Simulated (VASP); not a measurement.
Here is a VASP 6.6.1 calculation.

Contents of INCAR:

```
ALGO = Normal ; EDIFF = 1E-6
ENCUT = 600 ; GGA = CA
GGA_COMPAT = F ; ISIF = 2
ISMEAR = 0 ; LASPH = T
LCHARG = F ; LREAL = F
LWAVE = F ; NBANDS = 11
NELM = 120 ; PREC = Accurate
SIGMA = 0.01
```

KPOINTS

```
k-points
0
Gamma
  6 6 6
```

File POSCAR:

```
SiC
1.0
    0.0000000000      2.1790000000      2.1790000000
    2.1790000000      0.0000000000      2.1790000000
    2.1790000000      2.1790000000      0.0000000000
Si C
1 1
Direct
    0.0000000000      0.0000000000      0.0000000000
    0.2500000000      0.2500000000      0.2500000000
```

Potentials or basis: VASP PAW LDA potentials, release 64 (Si, C).

Command:

```sh
$ cat potpaw_LDA.64/Si/POTCAR potpaw_LDA.64/C/POTCAR > POTCAR
$ mpirun -np 1 vasp_std > vasp.out
```

Question: Predict the band gap on the k mesh.

Answer: 1.30 eV, indirect (least direct gap 4.49 eV).

Question: Estimate the pressure.

Answer: -4.1 GPa.

A k mesh can miss the band edges. Expect the measured gap to be larger: semilocal functionals such as LDA lack the derivative discontinuity.
